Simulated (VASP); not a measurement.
# Te (P-1) in VASP: further runs

The runs below take Te through electric field gradients, with LDA.

All numbers are computed with VASP 6.6.1; they aren't measurements. Logs are shortened: lines on timing, memory, paths and dates and some standing lists are left out, and cuts for length are marked.

## (1) The cell of the first run

The typed cell holds 3 atoms: a = 4.915 Å, b = 4.792 Å, c = 3.964 Å, α = 93.99°, β = 92.30°, γ = 58.49°.

## (2) Electric field gradients, LDA (equal xy, yz and zx shear strains of -3 %)

Input file INCAR:

```
ALGO = Normal ; EDIFF = 1E-8
ENCUT = 520 ; GGA = CA
ISIF = 2 ; ISMEAR = -1
LASPH = True ; LCHARG = False
LEFG = True ; LREAL = False
LWAVE = False ; NBANDS = 16
NELM = 60 ; PREC = Accurate
SIGMA = 0.05
```

Input file KPOINTS:

```
k-points
0
Gamma
  8 8 8
```

Input file POSCAR:

```
Te
1.0
    4.2696680000     -2.4347115000     -0.0279435000
    4.1985320000      2.3076885000     -0.0990795000
   -0.1898102500     -0.0574035000      3.9593067500
Te
3
Direct
    0.6760000000      0.6760000000      0.6750000000
    0.3240000000      0.3240000000      0.3250000000
    0.0000000000      0.0000000000      0.0000000000
```

Potentials or basis: VASP PAW LDA potentials, release 64 (Te).

The run is started by

```sh
$ cat potpaw_LDA.64/Te/POTCAR > POTCAR
$ mpirun -np 1 vasp_std > vasp.out
```

OUTCAR:

```text
EDIFF = 1E-8
   ENCUT = 520
   GGA = CA
   ISIF = 2
   ISMEAR = -1
   LASPH = True
   LREAL = False
   NELM = 60
   PREC = Accurate

 ion  position               nearest neighbor table
   1  0.676  0.676  0.675-   3 2.96   2 3.05   2 3.06   3 3.12   3 3.13   2 3.21   2 3.59
   2  0.324  0.324  0.325-   3 2.96   1 3.05   1 3.06   3 3.12   3 3.13   1 3.21   1 3.59
   3  0.000  0.000  0.000-   1 2.96   2 2.96   1 3.12   2 3.12   1 3.13   2 3.13

  LATTYP: Found a triclinic cell.
 ALAT       =     4.9151465652
 B/A-ratio  =     1.8822287099
 C/A-ratio  =     0.9749380630
 COS(alpha) =     0.0075905326
 COS(beta)  =     0.5226699201
 COS(gamma) =     0.7746607624

  Lattice vectors:

 A1 = (  -4.2696680000,   2.4347115000,   0.0279435000)
 A2 = (  -4.1509937500,   7.2345150000,  -4.0024992500)
 A3 = (  -4.1985320000,  -2.3076885000,   0.0990795000)

Analysis of symmetry for initial positions (statically):
=====================================================================
 Subroutine PRICEL returns:
 Original cell was already a primitive cell.

 Routine SETGRP: Setting up the symmetry group for a
 triclinic supercell.

 Subroutine GETGRP returns: Found  2 space group operations
 (whereof  2 operations were pure point group operations)
 out of a pool of  2 trial point group operations.

The static configuration has the point symmetry S_2 .

Analysis of symmetry for dynamics (positions and initial velocities):
=====================================================================
 Subroutine PRICEL returns:
 Original cell was already a primitive cell.

 Routine SETGRP: Setting up the symmetry group for a
 triclinic supercell.

 Subroutine GETGRP returns: Found  2 space group operations
 (whereof  2 operations were pure point group operations)
 out of a pool of  2 trial point group operations.

The dynamic configuration has the point symmetry S_2 .

 Subroutine INISYM returns: Found  2 space group operations
 (whereof  2 operations are pure point group operations),
 and found     1 'primitive' translations

----------------------------------------------------------------------------------------

                                     Primitive cell

  volume of cell :      79.4086

  direct lattice vectors                    reciprocal lattice vectors
[... 133 lines left out ...]
  free energy    TOTEN  =       -11.08085409 eV

  energy without entropy =      -11.06554872  energy(sigma->0) =      -11.07320141

 E-fermi :   8.8920     XC(G=0): -10.4862

 val. band max:        8.8905717323   @ k =   0.1250  -0.1250   0.3750
 cond. band min:       8.8932073323   @ k =  -0.1250   0.0000   0.1250
 fundamental gap:      0.0026356000
 Fermi energy:         8.8919515725

 k-point     1 :       0.0000    0.0000    0.0000
  band No.  band energies     occupation
      1      -5.9388      2.00000
      2      -0.7326      2.00000
      3      -0.6638      2.00000
      4       4.1359      2.00000
      5       4.5036      2.00000
      6       4.9396      2.00000
[... 433 lines left out ...]
      3      -1.5969      2.00000
      4       3.4384      2.00000
      5       4.2605      2.00000
      6       5.8920      2.00000
[... 8 lines left out ...]
     15      15.8866      0.00000
     16      16.1038      0.00000

 [... further k-points ...]

------------------------ aborting loop because EDIFF is reached ----------------------------------------

  FORCE on cell =-STRESS in cart. coord.  units (eV):
  Direction    XX          YY          ZZ          XY          YZ          ZX
  --------------------------------------------------------------------------------------
  -------------------------------------------------------------------------------------
  Total        2.5135427      1.8071348      3.0988571      0.2537397      0.3451839      1.0932501
  in kB       50.7141652     36.4614174     62.5236829      5.1195465      6.9645573     22.0578179
  external PRESSURE =      49.8997552 kB  Pullay stress =       0.0000000 kB

 VOLUME and BASIS-vectors are now :
 -----------------------------------------------------------------------------
  energy-cutoff  :      520.00
  volume of cell :       79.41
      direct lattice vectors                 reciprocal lattice vectors
     4.269668000 -2.434711500 -0.027943500     0.114989540 -0.209101640  0.002480997
     4.198532000  2.307688500 -0.099079500     0.121414720  0.212818511  0.008906177
    -0.189810250 -0.057403500  3.959306750     0.003849896  0.003849896  0.252809850

 POSITION                                       TOTAL-FORCE (eV/Angst)
 -----------------------------------------------------------------------------------
      5.59638     -0.12461      2.58666        -0.450881      0.003474     -0.230022
      2.68201     -0.05981      1.24562         0.450881     -0.003474      0.230022
      0.00000      0.00000      0.00000        -0.000000     -0.000000      0.000000
 -----------------------------------------------------------------------------------
    total drift:                               -0.000000     -0.000000     -0.000000

  FREE ENERGIE OF THE ION-ELECTRON SYSTEM (eV)
  ---------------------------------------------------
  free  energy   TOTEN  =       -11.0808540920 eV

  energy  without entropy=      -11.0655487242  energy(sigma->0) =      -11.07320141

 Electric field gradients (V/A^2)
---------------------------------------------------------------------
 ion       V_xx      V_yy      V_zz      V_xy      V_xz      V_yz
---------------------------------------------------------------------
   1     109.903   155.962  -265.865   -11.550   -46.177    -6.543
   2     109.903   155.962  -265.865   -11.550   -46.177    -6.543
   3     251.275    51.401  -302.676   -10.929    73.204   -12.988
---------------------------------------------------------------------

 Electric field gradients after diagonalization (V/A^2)
 (convention: |V_zz| > |V_xx| > |V_yy|)
----------------------------------------------------------------------
 ion       V_xx      V_yy      V_zz     asymmetry (V_yy - V_xx)/ V_zz
----------------------------------------------------------------------
   1     158.744   112.858  -271.602       0.169
   2     158.744   112.858  -271.602       0.169
   3     261.531    51.017  -312.548       0.674
----------------------------------------------------------------------

           NMR quadrupolar parameters

 Cq : quadrupolar parameter    Cq=e*Q*V_zz/h
 eta: asymmetry parameters     (V_yy - V_xx)/ V_zz
 Q  : nuclear electric quadrupole moment in mb (millibarn)
----------------------------------------------------------------------
 ion       Cq(MHz)       eta       Q (mb)
----------------------------------------------------------------------
   1      -0.657       0.169       1.000
   2      -0.657       0.169       1.000
   3      -0.756       0.674       1.000
----------------------------------------------------------------------
```

stdout:

```text
POSCAR found type information on POSCAR Te
 POSCAR found :  1 types and       3 ions
 scaLAPACK will be used
 LDA part: xc-table for (Slater(with rela. corr.)+CA(PZ))
 , standard interpolation
 POSCAR, INCAR and KPOINTS ok, starting setup
 FFT: planning ... GRIDC
 FFT: planning ... GRID_SOFT
 FFT: planning ... GRID
 WAVECAR not read
 entering main loop
ion   1
     0.0000585     0.0413996     0.0227829     0.9044124     0.2909578     0.1810980
     0.0000806     0.0413996     0.0227829     0.9044124     0.2909578     0.1810980
     0.0001110     0.0413996     0.0227829     0.9044124     0.2909578     0.1810980
     0.0001528     0.0413996     0.0227829     0.9044124     0.2909578     0.1810980

     0.0000585    10.5792697     5.9987990   210.7425664    42.3991643    21.1552413
     0.0000806    10.5780100     5.9980954   210.7168834    42.3941278    21.1527552
     0.0001110    10.5760147     5.9969789   210.6761505    42.3861403    21.1488130
     0.0001528    10.5728676     5.9952144   210.6118224    42.3735264    21.1425881
[... 12 lines left out ...]
ion   3
     0.0000585     0.0440267     0.0402650     1.0079666    -0.1502198    -0.1932127
     0.0000806     0.0440267     0.0402650     1.0079666    -0.1502198    -0.1932127
     0.0001110     0.0440267     0.0402650     1.0079666    -0.1502198    -0.1932127
     0.0001528     0.0440267     0.0402650     1.0079666    -0.1502198    -0.1932127

     0.0000585    10.0132690    11.8814649   239.8874511   -66.7731908   -91.2456781
     0.0000806    10.0120737    11.8800533   239.8581962   -66.7649225   -91.2342496
     0.0001110    10.0101800    11.8778150   239.8117997   -66.7518114   -91.2161145
     0.0001528    10.0071927    11.8742810   239.7385292   -66.7311090   -91.1874587
```

It took 5.2 min on 1 thread of Oxide Virtual Turin-like, shared host; peak memory 0.33 GiB.

What came out:

```yaml
Free_energy: -11.0809 eV
Pressure: 5.0 GPa
Largest_force: 0.506 eV/Å
Band_gap_on_the_k_mesh: zero (band 9 reaches 10.45 eV, above the bottom of band 10 at 7.13 eV)
```

Forces on the atoms (eV/Å):
```
Te  -0.451  0.003 -0.230
Te   0.451 -0.003  0.230
Te   0.000  0.000  0.000
```

Levels at points of the mesh, in eV from the Fermi level:
```csv
k point,band 6,band 7,band 8,band 9,band 10,band 11,band 12,band 13
"(0.00, 0.00, 0.00)",-3.95,-3.83,-2.18,-1.84,1.49,2.72,3.57,5.49
"(0.50, 0.00, 0.00)",-2.62,-2.62,0.12,0.24,0.32,0.91,2.80,3.27
"(0.00, 0.50, 0.00)",-2.78,-2.28,-0.06,0.03,0.39,0.99,3.16,3.75
"(0.50, 0.50, 0.00)",-2.71,-2.24,0.46,0.62,0.68,0.80,2.38,3.35
"(0.00, 0.00, 0.50)",-2.76,-2.64,-1.92,-1.77,-1.76,-1.61,-0.89,2.67
"(0.50, 0.00, 0.50)",-4.23,-3.78,-3.46,1.52,1.82,1.84,2.99,6.79
"(0.00, 0.50, 0.50)",-4.48,-4.02,-3.83,1.56,1.76,2.12,3.57,6.64
"(0.50, 0.50, 0.50)",-3.97,-3.75,-3.63,1.35,1.74,2.30,2.48,6.41
```

Electric field gradients, principal values (V/Å²):
| atom | least | middle | greatest (by size) |
| --- | --- | --- | --- |
| 1 Te | 112.858 | 158.744 | -271.602 |
| 2 Te | 112.858 | 158.744 | -271.602 |
| 3 Te | 51.017 | 261.531 | -312.548 |

Caveat: the cell differs from its parent crystal (equal xy, yz and zx shear strains of -3 %); without QUAD_EFG the Cq values of the log hold for a quadrupole moment of 1 mb, not for the nuclei; spin-orbit coupling is left out, which moves the levels of the heavy elements.

## (3) Electric field gradients, LDA (equal xy, yz and zx shear strains of -3 %)

Input file INCAR:

```
SYSTEM = Te
PREC = Accurate
ENCUT = 520
EDIFF = 1E-8
ISMEAR = -1
SIGMA = 0.05
LREAL = .FALSE.
LASPH = .TRUE.
NELM = 80
ALGO = Normal
ISIF = 2
LWAVE = .FALSE.
LCHARG = .FALSE.
LEFG = .TRUE.
NBANDS = 16
```

Input file KPOINTS:

```
regular mesh
0
G
  8 8 8
  0 0 0
```

POSCAR is that of step 2.

Potentials or basis: VASP PAW LDA potentials, release 64 (Te).

The run is started by

```sh
$ cat potpaw_LDA.64/Te/POTCAR > POTCAR
$ mpirun -np 1 vasp_std > vasp.out
```

OUTCAR:

```text
SYSTEM = Te
   PREC = Accurate
   ENCUT = 520
   EDIFF = 1E-8
   ISMEAR = -1
   LREAL = .FALSE.
   LASPH = .TRUE.
   NELM = 80
   ISIF = 2

 ion  position               nearest neighbor table
   1  0.676  0.676  0.675-   3 2.96   2 3.05   2 3.06   3 3.12   3 3.13   2 3.21   2 3.59
   2  0.324  0.324  0.325-   3 2.96   1 3.05   1 3.06   3 3.12   3 3.13   1 3.21   1 3.59
   3  0.000  0.000  0.000-   1 2.96   2 2.96   1 3.12   2 3.12   1 3.13   2 3.13

  LATTYP: Found a triclinic cell.
 ALAT       =     4.9151465652
 B/A-ratio  =     1.8822287099
 C/A-ratio  =     0.9749380630
 COS(alpha) =     0.0075905326
 COS(beta)  =     0.5226699201
[... 682 lines left out ...]
 Electric field gradients (V/A^2)
---------------------------------------------------------------------
 ion       V_xx      V_yy      V_zz      V_xy      V_xz      V_yz
---------------------------------------------------------------------
   1     109.903   155.962  -265.865   -11.550   -46.177    -6.543
   2     109.903   155.962  -265.865   -11.550   -46.177    -6.543
   3     251.275    51.401  -302.676   -10.929    73.204   -12.988
---------------------------------------------------------------------

 Electric field gradients after diagonalization (V/A^2)
 (convention: |V_zz| > |V_xx| > |V_yy|)
----------------------------------------------------------------------
 ion       V_xx      V_yy      V_zz     asymmetry (V_yy - V_xx)/ V_zz
----------------------------------------------------------------------
   1     158.744   112.858  -271.602       0.169
   2     158.744   112.858  -271.602       0.169
   3     261.531    51.017  -312.548       0.674
----------------------------------------------------------------------

           NMR quadrupolar parameters

 Cq : quadrupolar parameter    Cq=e*Q*V_zz/h
 eta: asymmetry parameters     (V_yy - V_xx)/ V_zz
 Q  : nuclear electric quadrupole moment in mb (millibarn)
----------------------------------------------------------------------
 ion       Cq(MHz)       eta       Q (mb)
----------------------------------------------------------------------
   1      -0.657       0.169       1.000
   2      -0.657       0.169       1.000
   3      -0.756       0.674       1.000
----------------------------------------------------------------------
```

stdout:

```text
POSCAR found type information on POSCAR Te
 POSCAR found :  1 types and       3 ions
 scaLAPACK will be used
 LDA part: xc-table for (Slater(with rela. corr.)+CA(PZ))
 , standard interpolation
 POSCAR, INCAR and KPOINTS ok, starting setup
 FFT: planning ... GRIDC
 FFT: planning ... GRID_SOFT
 FFT: planning ... GRID
 WAVECAR not read
 entering main loop
ion   1
     0.0000585     0.0413996     0.0227829     0.9044124     0.2909578     0.1810980
     0.0000806     0.0413996     0.0227829     0.9044124     0.2909578     0.1810980
     0.0001110     0.0413996     0.0227829     0.9044124     0.2909578     0.1810980
     0.0001528     0.0413996     0.0227829     0.9044124     0.2909578     0.1810980

     0.0000585    10.5792697     5.9987990   210.7425664    42.3991643    21.1552413
     0.0000806    10.5780100     5.9980954   210.7168834    42.3941278    21.1527552
     0.0001110    10.5760147     5.9969789   210.6761505    42.3861403    21.1488130
     0.0001528    10.5728676     5.9952144   210.6118224    42.3735264    21.1425881
[... 12 lines left out ...]
ion   3
     0.0000585     0.0440267     0.0402650     1.0079666    -0.1502198    -0.1932127
     0.0000806     0.0440267     0.0402650     1.0079666    -0.1502198    -0.1932127
     0.0001110     0.0440267     0.0402650     1.0079666    -0.1502198    -0.1932127
     0.0001528     0.0440267     0.0402650     1.0079666    -0.1502198    -0.1932127

     0.0000585    10.0132690    11.8814649   239.8874511   -66.7731908   -91.2456781
     0.0000806    10.0120737    11.8800533   239.8581962   -66.7649225   -91.2342496
     0.0001110    10.0101800    11.8778150   239.8117997   -66.7518114   -91.2161145
     0.0001528    10.0071927    11.8742810   239.7385292   -66.7311090   -91.1874587
```

Wall time 5.3 min (1 thread of Oxide Virtual Turin-like, shared host); peak memory 0.33 GiB.

Results:

```
Free energy            : -11.0809 eV
Pressure               : 5.0 GPa
Largest force          : 0.506 eV/Å
Band gap on the k mesh : zero (band 9 reaches 10.45 eV, above the bottom of band 10 at 7.13 eV)
```

Forces in eV/Å, atoms in the order of the input:
```
Te  -0.451  0.003 -0.230
Te   0.451 -0.003  0.230
Te   0.000  0.000  0.000
```

Electric field gradients, principal values (V/Å²):
```csv
atom,least,middle,greatest (by size)
1 Te,112.858,158.744,-271.602
2 Te,112.858,158.744,-271.602
3 Te,51.017,261.531,-312.548
```

Caveat: the cell differs from its parent crystal (equal xy, yz and zx shear strains of -3 %); without QUAD_EFG the Cq values of the log hold for a quadrupole moment of 1 mb, not for the nuclei; spin-orbit coupling is left out, which moves the levels of the heavy elements.
